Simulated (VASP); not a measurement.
Wanted: the native input for a VASP 6.6.1 run.

| Quantity | Value |
| --- | --- |
| Task | relaxation of cell and atoms |
| Functional | PBE |
| Potentials or basis | VASP PAW PBE potentials, release 64 (Ta_pv, H) |
| Cutoff | 600 eV |
| k mesh | 12 × 12 × 12 |
| Occupations | gaussian, width 0.1 eV |
| Spin | no spin polarisation |
| Dipole correction | no |
| Further INCAR settings | ALGO = Normal; EDIFF = 1e-06; IBRION = 2; EDIFFG = -0.01; NSW = 100; ISIF = 3 |

The structure of TaH5 lies in POSCAR:

```
TaH5
1.0
    3.1176438739      0.0000000000      0.0000000000
    0.0000000000      3.1176438739      0.0000000000
    0.0000000000      0.0000000000      3.1886477016
Ta H
1 5
Direct
    0.0000000000      0.0000000000      0.0000000000
    0.7764661309      0.5000000000      0.5000000000
    0.2235338691      0.5000000000      0.5000000000
    0.5000000000      0.7764661309      0.5000000000
    0.5000000000      0.2235338691      0.5000000000
    0.5000000000      0.5000000000      0.0000000000
```

The cell was generated, and may not be a known phase.

The input as run:

INCAR

```
ALGO     = Normal         # electronic algorithm
EDIFF    = 1E-6           # SCF threshold, eV
EDIFFG   = -0.01          # ionic threshold
ENCUT    = 600            # plane-wave cutoff, eV
GGA      = PE             # functional
IBRION   = 2              # ionic algorithm
ISIF     = 3              # what is computed and relaxed
ISMEAR   = 0              # smearing method
LASPH    = T              # aspherical terms in the spheres
LCHARG   = F              # write CHGCAR
LREAL    = F              # projectors in reciprocal space
LWAVE    = F              # write WAVECAR
NELM     = 60             # most SCF steps
NSW      = 100            # ionic steps
PREC     = Accurate       # precision mode
SIGMA    = 0.1            # smearing width, eV
```

KPOINTS

```
k-points
0
Gamma
  12 12 12
```

Potentials or basis: VASP PAW PBE potentials, release 64 (Ta_pv, H).

Run with:

```bash
$ cat potpaw_PBE.64/Ta_pv/POTCAR potpaw_PBE.64/H/POTCAR > POTCAR
$ mpirun -np 1 vasp_std > vasp.out
```

It gave:

```yaml
Relaxed_volume: 5.10 Å³/atom
Relaxed_cell: a = 3.171 Å, b = 3.171 Å, c = 3.046 Å, α = 90.00°, β = 90.00°, γ = 90.00°
Space_group_after_relaxing_to_0.1_Å: P4/mmm (No. 123)
Energy_gained_by_relaxing: 4.8 meV/atom
Ionic_steps: 11
Pressure_after_relaxing: 0.0 GPa
Largest_force_after_relaxing: 0.007 eV/Å
Band_gap_on_the_k_mesh: zero (bands 8 and 9 overlap by 3.95 eV)
```

Caveat: spin-orbit coupling is left out, which moves the levels of the heavy elements.

Wall time 4.3 min on 1 thread of AMD EPYC 9R45 (Zen 5) (shared host), peak memory 0.21 GiB.
